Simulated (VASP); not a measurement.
Wanted: the native input for a VASP 6.6.1 run.

| Property | Result |
| --- | --- |
| Task | single point |
| Functional | r2SCAN |
| Potentials or basis | VASP PAW PBE potentials, release 64 (Al, N) |
| Cutoff | 520 eV |
| k mesh | 8 × 6 × 4 |
| Occupations | gaussian, width 0.05 eV |
| Spin | no spin polarisation |
| Dipole correction | no |
| Further INCAR settings | ALGO = Normal; EDIFF = 1e-07; NBANDS = 26 |

AlN:

```
Al N
1.0
    -3.10667    0.00000    0.00000
     0.00000    0.00000   -4.97840
     0.00000   -5.38090    0.00000
Al N
4 4
Direct
  0.51207 0.99831 0.16667
  0.98793 0.99831 0.66667
  0.01207 0.49831 0.33333
  0.48793 0.49831 0.83333
  0.51086 0.61669 0.16667
  0.98914 0.61669 0.66667
  0.01086 0.11669 0.33333
  0.48914 0.11669 0.83333
```

This cell differs from its parent crystal: atoms displaced along a vibrational mode.

One way to write it, as run:

POSCAR

```
AlN
1.0
   -3.1066653462      0.0000000000      0.0000000000
    0.0000000000      0.0000000000     -4.9784048411
    0.0000000000     -5.3809022217      0.0000000000
Al N
4 4
Direct
    0.5120708206      0.9983070980      0.1666666667
   -0.0120708206      0.9983070980      0.6666666667
    0.0120708206      0.4983070980      0.3333333333
    0.4879291794      0.4983070980      0.8333333333
    0.5108611090      0.6166929020      0.1666666667
   -0.0108611090      0.6166929020      0.6666666667
    0.0108611090      0.1166929020      0.3333333333
    0.4891388910      0.1166929020      0.8333333333
```

INCAR.step1

```
SYSTEM = AlN
PREC = Accurate
ENCUT = 520
ISMEAR = 0
SIGMA = 0.05
LREAL = .False.
LASPH = .True.
NELM = 80
NBANDS = 26
GGA = PE
ALGO = Normal
EDIFF = 1E-4
LWAVE = .True.
LCHARG = .False.
```

INCAR.step2

```
SYSTEM = AlN
PREC = Accurate
ENCUT = 520
EDIFF = 1E-7
ISMEAR = 0
SIGMA = 0.05
LREAL = .False.
LASPH = .True.
NELM = 80
ALGO = Normal
ISIF = 2
LWAVE = .False.
LCHARG = .False.
METAGGA = R2SCAN
LMIXTAU = .True.
NBANDS = 26
ISTART = 1
```

KPOINTS

```
regular mesh
0
Gamma
  8 6 4
  0 0 0
```

Potentials or basis: VASP PAW PBE potentials, release 64 (Al, N).

Run with:

```console
$ cat potpaw_PBE.64/Al/POTCAR potpaw_PBE.64/N/POTCAR > POTCAR
$ cp INCAR.step1 INCAR
$ mpirun -np 1 vasp_std > vasp.out
$ cp INCAR.step2 INCAR
$ mpirun -np 1 vasp_std > vasp.out
```

Results of the run:

* Pressure: -0.4 GPa
* Largest force: 0.208 eV/Å
* Band gap on the k mesh: 4.91 eV

Caveat: the cell differs from its parent crystal (atoms displaced along a vibrational mode); the PAW data sets were made with another functional, which shifts forces and pressure a little.

It took 2.7 min on 1 thread of Intel(R) Xeon(R) 6975P-C (Granite Rapids), on a shared host, peak memory 0.25 GiB.
